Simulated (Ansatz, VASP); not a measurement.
**Two plane-wave programs on InSe**

```xyz
8
Lattice="4.0266 0.0000 0.0000 -2.0133 3.4871 0.0000 0.0000 0.0000 28.2707" Properties=species:S:1:pos:R:3 pbc="T T T"
Se    0.0000    0.0000    4.5000
Se    0.0000    0.0000    9.8854
Se    0.0000    0.0000   12.9954
Se    0.0000    0.0000   18.3807
In    2.0133    1.1624    5.7954
In    2.0133    1.1624    8.5899
In   -2.0133   -1.1624   14.2908
In   -2.0133   -1.1624   17.0853
```

Alike in both runs: task single point; functional PBE; dispersion D3(BJ); k mesh 9 × 9 × 1; occupations gaussian, width 0.05 eV; no spin polarisation.

```csv
,VASP,Ansatz
version,VASP 6.6.1,Ansatz 0.2.0
potentials or method,"VASP PAW PBE potentials, release 64 (Se, In_d), cutoff 520 eV","scalar-relativistic, plane waves, PAW"
valence electrons in the cell,76,116
```

```csv
,VASP,Ansatz,Ansatz less VASP
gap on the k mesh at the Fermi level (eV),0.85,0.86,+0.011
least direct gap on the mesh (eV),0.94,0.95,+0.009
rms of the force components (eV/Å),0.132,0.135,+0.0031
```

VASP's potentials hold 76 valence electrons a cell and Ansatz's 116, so a difference there can come from the potentials and not from the codes.
